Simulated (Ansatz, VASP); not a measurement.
## Ta: VASP beside Ansatz

```
Ta
1.0
    -1.58523    1.58523    1.51918
     1.58523   -1.58523    1.51918
     1.58523    1.58523   -1.51918
Ta
1
Cartesian
  0.0000 0.0000 0.0000
```

Change from the starting cell: strain -0.040 along x and y, -0.080 along z, atoms carried along.

Alike in both runs: task single point; functional PBE; k mesh 20 × 20 × 20; occupations gaussian, width 0.15 eV; no spin polarisation.

```csv
,VASP,Ansatz
version,VASP 6.6.1,Ansatz 0.2.0
potentials or method,"VASP PAW PBE potentials, release 64 (Ta_pv), cutoff 520 eV","scalar-relativistic, plane waves, PAW"
valence electrons in the cell,11,13
```

```tsv
	VASP	Ansatz	Ansatz less VASP
gap on the k mesh at the Fermi level (eV)	none	none	-
pressure (GPa)	49.8	49.3	-0.58
traceless stress, the component that is largest in VASP (GPa)	4.77	4.78	+0.007
```

A gap of «none» marks a metal or a gap that the smearing closes. Both programs put the cell under a high pressure, so it lies far from rest at this level. The functional is the same, so the differences come from potentials, cutoffs and numerics. VASP's potentials hold 11 valence electrons a cell and Ansatz's 13, so a difference there can come from the potentials and not from the codes.

Spin-orbit coupling is off throughout.
